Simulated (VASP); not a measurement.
SnO (Romarchite): single point with PBE

Crystal: SnO (Romarchite).

```
Sn O
1.0
     3.79860    0.00000    0.00000
     0.00000    3.79860    0.00000
     0.00000    0.00000    4.84080
Sn O
2 2
Direct
  0.47123 0.01944 0.24105
  0.99105 0.50518 0.78124
  0.02675 0.00373 0.99130
  0.50888 0.52128 0.01494
```

- Program: VASP 6.6.1
- Task: single point
- Functional: PBE
- Potentials or basis: VASP PAW PBE potentials, release 64 (Sn_d, O)
- Cutoff: 600 eV
- k mesh: 3 × 3 × 2
- Occupations: gaussian, width 0.01 eV
- Spin: no spin polarisation
- Dipole correction: no
- Further INCAR settings: ALGO = Normal; EDIFF = 1e-06; NBANDS = 28

- Pressure: 8.5 GPa
- Largest force: 1.668 eV/Å
- Band gap on the k mesh: 1.28 eV, indirect (least direct gap 2.04 eV)

Forces on the atoms (eV/Å):
```
Sn   0.819 -0.079  1.398
Sn   0.207  0.084 -1.653
O   -0.968  0.382  0.332
O   -0.058 -0.387 -0.078
```

Stress tensor (GPa, compression positive):
```
 8.05 -0.20  1.79
-0.20 10.04 -0.16
 1.79 -0.16  7.42
```

Levels at points of the mesh, in eV from the valence-band top:
| k point | band 16 | band 17 | band 18 | band 19 | band 20 | band 21 | band 22 | band 23 | band 24 | band 25 |
| --- | --- | --- | --- | --- | --- | --- | --- | --- | --- | --- |
| (0.00, 0.00, 0.00) | -6.33 | -3.77 | -3.57 | -3.22 | 0.00 | 2.04 | 3.93 | 5.02 | 5.25 | 5.76 |
| (0.00, 0.00, 0.50) | -3.84 | -3.60 | -3.24 | -3.05 | -2.14 | 1.55 | 3.11 | 3.33 | 3.81 | 7.70 |

Run time: 26 s on 1 thread of AMD EPYC 7R43 64-Core Processor (Zen 3), with other jobs on the host, peak memory 0.15 GiB.

Caveat: the k points lie up to 0.65 Å⁻¹ apart; spin-orbit coupling is left out, which moves the levels of the heavy elements; forces of over 1 eV/Å act on the atoms, so gaps and moduli don't describe the material at rest. A k mesh can miss the band edges.
